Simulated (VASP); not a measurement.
# CaO (Fm-3m) in VASP: further runs

CaO is run at these levels: HSE06; tasks: single point.

Program: VASP 6.6.1. These are calculated values, not measurements. Logs are shortened: lines on timing, memory, paths and dates and some standing lists are left out, and cuts for length are marked.

## 1. The cell of the first run

The structure is cubic, space group Fm-3m (No. 225). The conventional cell has a = 4.939 Å, b = 4.939 Å, c = 4.939 Å, α = 90.00°, β = 90.00°, γ = 90.00°. Ca (site symmetry m-3m) has 6 O at 2.47 Å within 3.3 Å. Within 3.3 Å of O (site symmetry m-3m) lie 6 Ca at 2.47 Å.

## 2. Single point, HSE06 (strain +3.0%)

The input, POSCAR:

```
CaO
1.0
    0.0000000000      2.4694766170      2.4694766170
    2.4694766170      0.0000000000      2.4694766170
    2.4694766170      2.4694766170      0.0000000000
Ca O
1 1
Direct
    0.0000000000      0.0000000000      0.0000000000
    0.5000000000      0.5000000000      0.5000000000
```

The input, INCAR.step1:

```
SYSTEM = CaO
PREC = Accurate
ENCUT = 520
EDIFF = 1E-5
ISMEAR = 0
SIGMA = 0.01
LREAL = .FALSE.
LASPH = .TRUE.
NELM = 60
ALGO = Normal
ISIF = 2
LWAVE = .TRUE.
GGA = PE
NBANDS = 15
```

The input, INCAR.step2:

```
SYSTEM = CaO
PREC = Accurate
ENCUT = 520
EDIFF = 1E-6
ISMEAR = 0
SIGMA = 0.01
LREAL = .FALSE.
LASPH = .TRUE.
NELM = 60
ALGO = Normal
ISIF = 2
LWAVE = .FALSE.
LCHARG = .TRUE.
GGA = PE
LHFCALC = .TRUE.
HFSCREEN = 0.2079
PRECFOCK = Normal
LELF = .TRUE.
LVHAR = .TRUE.
ISTART = 1
NBANDS = 15
```

The input, KPOINTS:

```
Automatic mesh
0
G
  6 6 6
  0 0 0
```

Potentials or basis: VASP PAW PBE potentials, release 64 (Ca_sv, O).

Launch:

```bash
$ cat potpaw_PBE.64/Ca_sv/POTCAR potpaw_PBE.64/O/POTCAR > POTCAR
$ cp INCAR.step1 INCAR
$ mpirun -np 1 vasp_std > vasp.out
$ cp INCAR.step2 INCAR
$ mpirun -np 1 vasp_std > vasp.out
```

OUTCAR:

```text
SYSTEM = CaO
   PREC = Accurate
   ENCUT = 520
   EDIFF = 1E-6
   ISMEAR = 0
   LREAL = .FALSE.
   LASPH = .TRUE.
   NELM = 60
   ISIF = 2
   GGA = PE
   LHFCALC = .TRUE.
   HFSCREEN = 0.2079
   PRECFOCK = Normal
   ISTART = 1

 ion  position               nearest neighbor table
   1  0.000  0.000  0.000-   2 2.47   2 2.47   2 2.47   2 2.47   2 2.47   2 2.47
   2  0.500  0.500  0.500-   1 2.47   1 2.47   1 2.47   1 2.47   1 2.47   1 2.47

  LATTYP: Found a face centered cubic cell.
 ALAT       =     4.9389532340

  Lattice vectors:

 A1 = (   0.0000000000,   2.4694766170,   2.4694766170)
 A2 = (   2.4694766170,   0.0000000000,   2.4694766170)
 A3 = (   2.4694766170,   2.4694766170,   0.0000000000)

Analysis of symmetry for initial positions (statically):
=====================================================================
 Subroutine PRICEL returns:
 Original cell was already a primitive cell.

 Routine SETGRP: Setting up the symmetry group for a
 face centered cubic supercell.

 Subroutine GETGRP returns: Found 48 space group operations
 (whereof 48 operations were pure point group operations)
 out of a pool of 48 trial point group operations.

The static configuration has the point symmetry O_h .

Analysis of symmetry for dynamics (positions and initial velocities):
=====================================================================
 Subroutine PRICEL returns:
 Original cell was already a primitive cell.

 Routine SETGRP: Setting up the symmetry group for a
 face centered cubic supercell.

 Subroutine GETGRP returns: Found 48 space group operations
 (whereof 48 operations were pure point group operations)
 out of a pool of 48 trial point group operations.

The dynamic configuration has the point symmetry O_h .

 Subroutine INISYM returns: Found 48 space group operations
 (whereof 48 operations are pure point group operations),
 and found     1 'primitive' translations

----------------------------------------------------------------------------------------

                                     Primitive cell

  volume of cell :      30.1193

  direct lattice vectors                    reciprocal lattice vectors
     0.000000000  2.469476617  2.469476617    -0.202472053  0.202472053  0.202472053
     2.469476617  0.000000000  2.469476617     0.202472053 -0.202472053  0.202472053
     2.469476617  2.469476617  0.000000000     0.202472053  0.202472053 -0.202472053

  length of vectors
     3.492367324  3.492367324  3.492367324     0.350691883  0.350691883  0.350691883

  position of ions in fractional coordinates (direct lattice)
     0.000000000  0.000000000  0.000000000
     0.500000000  0.500000000  0.500000000

  ion indices of the primitive-cell ions
   primitive index   ion index
                 1           1
                 2           2

----------------------------------------------------------------------------------------

 KPOINTS: Automatic mesh

Automatic generation of k-mesh.
 Grid dimensions read from file:
 generate k-points for:    6    6    6

 Generating k-lattice:

  Cartesian coordinates                     Fractional coordinates (reciprocal lattice)
    -0.033745342  0.033745342  0.033745342     0.166666667  0.000000000  0.000000000
     0.033745342 -0.033745342  0.033745342     0.000000000  0.166666667  0.000000000
     0.033745342  0.033745342 -0.033745342     0.000000000  0.000000000  0.166666667

  Length of vectors
     0.058448647  0.058448647  0.058448647

  Shift w.r.t. Gamma in fractional coordinates (k-lattice)
     0.000000000  0.000000000  0.000000000

 Subroutine IBZKPT returns following result:
 ===========================================

 Found     16 irreducible k-points:

 Following reciprocal coordinates:
            Coordinates               Weight
  0.000000  0.000000  0.000000      1.000000
  0.166667  0.000000  0.000000      8.000000
  0.333333  0.000000  0.000000      8.000000
  0.500000  0.000000  0.000000      4.000000
  0.166667  0.166667  0.000000      6.000000
  0.333333  0.166667  0.000000     24.000000
[... 8 lines left out ...]
 -0.333333  0.333333  0.166667     24.000000
 -0.333333  0.500000  0.166667     12.000000
   k-points           NKPTS =     16   k-points in BZ     NKDIM =    216   number of bands    NBANDS=     15
   number of dos      NEDOS =    301   number of ions     NIONS =      2
   total plane-waves  NPLWV =  21952
   dimension x,y,z NGX =    28 NGY =   28 NGZ =   28
   dimension x,y,z NGXF=    56 NGYF=   56 NGZF=   56
   ions per type =               1   1
   NGX,Y,Z   is equivalent  to a cutoff of  13.33, 13.33, 13.33 a.u.
   NGXF,Y,Z  is equivalent  to a cutoff of  26.66, 26.66, 26.66 a.u.
 SYSTEM =  CaO
   PREC   = accura    normal or accurate (medium, high low for compatibility)
   ISTART =      1    job   : 0-new  1-cont  2-samecut
   ICHARG =      0    charge: 1-file 2-atom 10-const
   ISPIN  =      1    spin polarized calculation?
[... 72 lines left out ...]
      2     -19.0277      2.00000
      3     -19.0277      2.00000
      4     -19.0277      2.00000
      5     -16.0076      2.00000
      6       0.8735      2.00000
      7       0.8735      2.00000
      8       0.8735      2.00000
      9       6.4083      0.00000
     10       8.8229      0.00000
     11       8.8229      0.00000
     12       8.8229      0.00000
     13      10.3165      0.00000
     14      10.3165      0.00000
     15      16.9868      0.00000

 k-point     2 :       0.1667    0.0000    0.0000
  band No.  band energies     occupation
      1     -39.6697      2.00000
      2     -19.3054      2.00000
      3     -19.0378      2.00000
      4     -19.0378      2.00000
      5     -15.6988      2.00000
      6       0.0350      2.00000
      7       0.5633      2.00000
      8       0.5633      2.00000
      9       7.5384      0.00000
     10       8.7255      0.00000
     11       9.2814      0.00000
     12       9.2814      0.00000
     13      10.9098      0.00000
     14      10.9098      0.00000
     15      17.9187      0.00000

 k-point     3 :       0.3333    0.0000    0.0000
  band No.  band energies     occupation
      1     -39.6331      2.00000
      2     -19.7554      2.00000
      3     -19.0580      2.00000
      4     -19.0580      2.00000
      5     -15.1837      2.00000
      6      -1.2196      2.00000
      7       0.0179      2.00000
      8       0.0179      2.00000
      9       8.9579      0.00000
     10       9.5243      0.00000
     11      10.3456      0.00000
     12      10.3456      0.00000
     13      12.1833      0.00000
     14      12.1833      0.00000
     15      17.2568      0.00000

 k-point     4 :       0.5000    0.0000    0.0000
  band No.  band energies     occupation
      1     -39.6147      2.00000
      2     -19.9479      2.00000
      3     -19.0679      2.00000
      4     -19.0679      2.00000
      5     -14.9560      2.00000
      6      -1.7428      2.00000
      7      -0.2263      2.00000
      8      -0.2263      2.00000
      9       9.4832      0.00000
     10      10.2770      0.00000
     11      10.9789      0.00000
     12      10.9789      0.00000
     13      13.0026      0.00000
     14      13.0026      0.00000
     15      16.2267      0.00000
[... 163 lines left out ...]
 k-point    14 :       0.5000    0.3333    0.1667
  band No.  band energies     occupation
      1     -39.6097      2.00000
      2     -19.6287      2.00000
      3     -19.2307      2.00000
      4     -19.1320      2.00000
      5     -15.3341      2.00000
      6      -0.9882      2.00000
      7      -0.0508      2.00000
      8       0.1063      2.00000
      9       7.8759      0.00000
     10       9.7583      0.00000
     11      10.9740      0.00000
     12      11.3186      0.00000
     13      12.2487      0.00000
     14      13.5291      0.00000
     15      16.8941      0.00000

 k-point    15 :      -0.3333    0.3333    0.1667
  band No.  band energies     occupation
      1     -39.5977      2.00000
      2     -19.6254      2.00000
      3     -19.2870      2.00000
      4     -19.1800      2.00000
      5     -15.3093      2.00000
      6      -0.8638      2.00000
      7      -0.2526      2.00000
      8      -0.1151      2.00000
      9       8.9576      0.00000
     10       8.9914      0.00000
     11      11.0944      0.00000
     12      11.7427      0.00000
     13      12.6651      0.00000
     14      15.0088      0.00000
     15      15.5660      0.00000

 k-point    16 :      -0.3333    0.5000    0.1667
  band No.  band energies     occupation
      1     -39.5922      2.00000
      2     -19.4317      2.00000
      3     -19.3334      2.00000
      4     -19.2837      2.00000
      5     -15.5096      2.00000
      6      -0.4545      2.00000
      7      -0.1843      2.00000
      8       0.0185      2.00000
      9       7.4888      0.00000
     10      10.1404      0.00000
     11      10.7578      0.00000
     12      12.2145      0.00000
     13      12.2764      0.00000
     14      15.0414      0.00000
     15      15.3302      0.00000

------------------------ aborting loop because EDIFF is reached ----------------------------------------

  FORCE on cell =-STRESS in cart. coord.  units (eV):
  Direction    XX          YY          ZZ          XY          YZ          ZX
  --------------------------------------------------------------------------------------
  -------------------------------------------------------------------------------------
  Total       -1.4572934     -1.4572934     -1.4572934      0.0000000      0.0000000      0.0000000
  in kB      -77.5198347    -77.5198347    -77.5198347      0.0000000      0.0000000      0.0000000
  external PRESSURE =     -77.5198347 kB  Pullay stress =       0.0000000 kB

 VOLUME and BASIS-vectors are now :
 -----------------------------------------------------------------------------
  energy-cutoff  :      520.00
  volume of cell :       30.12
      direct lattice vectors                 reciprocal lattice vectors
     0.000000000  2.469476617  2.469476617    -0.202472053  0.202472053  0.202472053
     2.469476617  0.000000000  2.469476617     0.202472053 -0.202472053  0.202472053
     2.469476617  2.469476617  0.000000000     0.202472053  0.202472053 -0.202472053

 POSITION                                       TOTAL-FORCE (eV/Angst)
 -----------------------------------------------------------------------------------
      0.00000      0.00000      0.00000         0.000000      0.000000      0.000000
      2.46948      2.46948      2.46948         0.000000      0.000000     -0.000000
 -----------------------------------------------------------------------------------
    total drift:                                0.000000      0.000000      0.000000

  FREE ENERGIE OF THE ION-ELECTRON SYSTEM (eV)
  ---------------------------------------------------
  free  energy   TOTEN  =       -14.8201750202 eV

  energy  without entropy=      -14.8201750202  energy(sigma->0) =      -14.82017502
```

Run time: 45 min. Hardware: 1 thread of Intel Xeon Platinum 8259CL at 2.50GHz (Skylake/Cascade Lake), shared host; peak memory 0.26 GiB.

Results:

- Free energy: -14.8202 eV
- Pressure: -7.8 GPa
- Band gap on the k mesh: 5.28 eV (least direct gap 5.53 eV)

Caveat: the cell differs from its parent crystal (strain +3.0%); the cell stands under tension; the PAW data sets were made with another functional, which shifts forces and pressure a little. A k mesh can miss the band edges.

## 3. Single point, HSE06 (strain +4.0%)

The input, POSCAR:

```
CaO
1.0
    0.0000000000      2.4934521181      2.4934521181
    2.4934521181      0.0000000000      2.4934521181
    2.4934521181      2.4934521181      0.0000000000
Ca O
1 1
Direct
    0.0000000000      0.0000000000      0.0000000000
    0.5000000000      0.5000000000      0.5000000000
```

The input, INCAR.step1:

```
SYSTEM = CaO
PREC = Accurate ; ENCUT = 520
EDIFF = 1E-5 ; ISMEAR = 0
SIGMA = 0.01 ; LREAL = .FALSE.
LASPH = .TRUE. ; NELM = 100
ALGO = Normal ; ISIF = 2
LWAVE = .TRUE. ; LCHARG = .FALSE.
NBANDS = 15 ; GGA = PE
```

The input, INCAR.step2:

```
SYSTEM = CaO
PREC = Accurate ; ENCUT = 520
EDIFF = 1E-7 ; ISMEAR = 0
SIGMA = 0.01 ; LREAL = .FALSE.
LASPH = .TRUE. ; NELM = 100
ALGO = Normal ; ISIF = 2
LWAVE = .FALSE. ; LCHARG = .FALSE.
GGA = PE ; LHFCALC = .TRUE.
HFSCREEN = 0.2079 ; PRECFOCK = Normal
NBANDS = 15 ; ISTART = 1
```

KPOINTS is that of step 2.

Potentials or basis: VASP PAW PBE potentials, release 64 (Ca_sv, O).

Launch:

```bash
$ cat potpaw_PBE.64/Ca_sv/POTCAR potpaw_PBE.64/O/POTCAR > POTCAR
$ cp INCAR.step1 INCAR
$ mpirun -np 1 vasp_std > vasp.out
$ cp INCAR.step2 INCAR
$ mpirun -np 1 vasp_std > vasp.out
```

Wall time 39 min (1 thread of Intel Xeon Platinum 8259CL at 2.50GHz (Skylake/Cascade Lake), shared host); peak memory 0.27 GiB.

The run converged. Its results:

```yaml
Free_energy: -14.7720 eV
Pressure: -9.9 GPa
Band_gap_on_the_k_mesh: 5.27 eV (least direct gap 5.31 eV)
```

Levels at points of the mesh, in eV from the valence-band top:
| k point | band 6 | band 7 | band 8 | band 9 | band 10 | band 11 |
| --- | --- | --- | --- | --- | --- | --- |
| (0.00, 0.00, 0.00) | 0.00 | 0.00 | 0.00 | 5.31 | 7.86 | 7.86 |
| (0.50, 0.00, 0.00) | -2.55 | -1.05 | -1.05 | 8.46 | 9.18 | 9.93 |
| (0.50, 0.50, 0.00) | -1.46 | -0.44 | -0.44 | 5.27 | 9.27 | 10.46 |

Caveat: the cell differs from its parent crystal (strain +4.0%); the cell stands under tension; the PAW data sets were made with another functional, which shifts forces and pressure a little.

## 4. Single point, HSE06 (strain -2.0%)

The input, POSCAR:

```
CaO
1.0
    0.0000000000      2.3495991113      2.3495991113
    2.3495991113      0.0000000000      2.3495991113
    2.3495991113      2.3495991113      0.0000000000
Ca O
1 1
Direct
    0.0000000000      0.0000000000      0.0000000000
    0.5000000000      0.5000000000      0.5000000000
```

The input, INCAR.step1:

```
SYSTEM = CaO
PREC     = Accurate       ! precision mode
ENCUT    = 1000           ! plane-wave cutoff, eV
EDIFF    = 1E-5           ! SCF threshold, eV
ISMEAR   = 0              ! smearing method
SIGMA    = 0.01           ! smearing width, eV
LREAL    = .FALSE.        ! projectors in reciprocal space
LASPH    = .TRUE.         ! aspherical terms in the spheres
NELM     = 120            ! most SCF steps
ALGO     = Normal         ! electronic algorithm
ISIF     = 2              ! what is computed and relaxed
LWAVE    = .TRUE.         ! write WAVECAR
LCHARG   = .FALSE.        ! write CHGCAR
GGA      = PE             ! functional
NBANDS   = 15             ! bands
GGA_COMPAT= .FALSE.
```

The input, INCAR.step2:

```
SYSTEM = CaO
PREC     = Accurate       ! precision mode
ENCUT    = 1000           ! plane-wave cutoff, eV
EDIFF    = 1E-6           ! SCF threshold, eV
ISMEAR   = 0              ! smearing method
SIGMA    = 0.01           ! smearing width, eV
LREAL    = .FALSE.        ! projectors in reciprocal space
LASPH    = .TRUE.         ! aspherical terms in the spheres
NELM     = 120            ! most SCF steps
ALGO     = Normal         ! electronic algorithm
ISIF     = 2              ! what is computed and relaxed
LWAVE    = .FALSE.        ! write WAVECAR
LCHARG   = .FALSE.        ! write CHGCAR
GGA      = PE             ! functional
LHFCALC  = .TRUE.         ! exact exchange
HFSCREEN = 0.2079         ! screening, 1/A
PRECFOCK = Normal       
ISTART   = 1            
NBANDS   = 15             ! bands
GGA_COMPAT= .FALSE.
```

The input, KPOINTS:

```
regular mesh
0
G
  6 6 6
  0 0 0
```

Potentials or basis: VASP PAW PBE potentials, release 64 (Ca_sv, O_h).

Launch:

```bash
$ cat potpaw_PBE.64/Ca_sv/POTCAR potpaw_PBE.64/O_h/POTCAR > POTCAR
$ cp INCAR.step1 INCAR
$ mpirun -np 1 vasp_std > vasp.out
$ cp INCAR.step2 INCAR
$ mpirun -np 1 vasp_std > vasp.out
```

Wall time 55 min (1 thread of AMD EPYC 7R13 (Zen 3), shared host); peak memory 0.33 GiB.

Results (log left out):

| Quantity | Value |
| --- | --- |
| Free energy | -14.8374 eV |
| Pressure | 9.2 GPa |
| Band gap on the k mesh | 5.28 eV (least direct gap 5.68 eV) |

Levels at points of the mesh, in eV from the valence-band top:
```csv
k point,band 4,band 5,band 6,band 7,band 8,band 9,band 10,band 11,band 12,band 13
"(0.00, 0.00, 0.00)",-19.13,-17.18,0.00,0.00,0.00,6.84,8.37,8.37,8.37,10.12
"(0.50, 0.00, 0.00)",-19.19,-15.41,-2.99,-1.41,-1.41,9.40,10.64,11.00,11.00,13.47
"(0.50, 0.50, 0.00)",-19.44,-16.92,-1.40,-0.40,-0.40,5.28,10.71,11.55,12.44,12.44
```

Caveat: the cell differs from its parent crystal (strain -2.0%); the cell stands under pressure; the PAW data sets were made with another functional, which shifts forces and pressure a little.

## 5. The runs side by side

| potentials or basis | cell | cutoff (eV) | gap on the mesh (eV) | pressure (GPa) |
| --- | --- | --- | --- | --- |
| VASP PAW PBE potentials, release 64 (Ca_sv, O) | a = 3.492 Å, angles 60.0°, 2 atoms | 520 | 5.28 | -7.8 |
| VASP PAW PBE potentials, release 64 (Ca_sv, O) | a = 3.526 Å, angles 60.0°, 2 atoms | 520 | 5.27 | -9.9 |
| VASP PAW PBE potentials, release 64 (Ca_sv, O_h) | a = 3.323 Å, angles 60.0°, 2 atoms | 1000 | 5.28 | 9.2 |

Alike in all rows: task single point; level HSE06; no spin polarisation; k mesh 6 × 6 × 6; smearing gaussian 0.01 eV.

Caveats: the PAW data sets were made with another functional, which shifts forces and pressure a little; the cell stands under tension (at least some runs); the cell stands under pressure (at least some runs).

Total energies depend on the potentials used, so only differences within one code and one set of settings carry meaning.
